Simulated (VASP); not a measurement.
Input of a VASP 6.6.1 run:

File INCAR:

```
SYSTEM = Re
PREC = Accurate
ENCUT = 520
EDIFF = 1E-6
ISMEAR = -1
SIGMA = 0.15
LREAL = .FALSE.
LASPH = .TRUE.
NELM = 100
ALGO = Normal
ISIF = 2
LWAVE = .FALSE.
LCHARG = .FALSE.
GGA = CA
NBANDS = 14
```

File KPOINTS:

```
Automatic mesh
0
G
  10 10 5
  0 0 0
```

POSCAR

```
Re
1.0
    2.8090333084      0.0000000000      0.0000000000
   -1.4045166542      2.4326942715      0.0000000000
    0.0000000000      0.0000000000      4.5360881974
Re
2
Direct
    0.3333333333      0.6666666667      0.2500000000
    0.6666666667      0.3333333333      0.7500000000
```

Potentials or basis: VASP PAW LDA potentials, release 64 (Re).

The run is started by

```console
$ cat potpaw_LDA.64/Re/POTCAR > POTCAR
$ mpirun -np 1 vasp_std > vasp.out
```

Question: Predict the band gap on the k mesh.

Answer: Zero (band 7 reaches 8.43 eV, above the bottom of band 8 at 5.79 eV).

Question: Predict the pressure.

Answer: -25.7 GPa.

Stress tensor (GPa, compression positive):
```
-24.94   0.00   0.00
  0.00 -24.94   0.00
  0.00   0.00 -27.12
```

Caveat: spin-orbit coupling is left out, which moves the levels of the heavy elements.
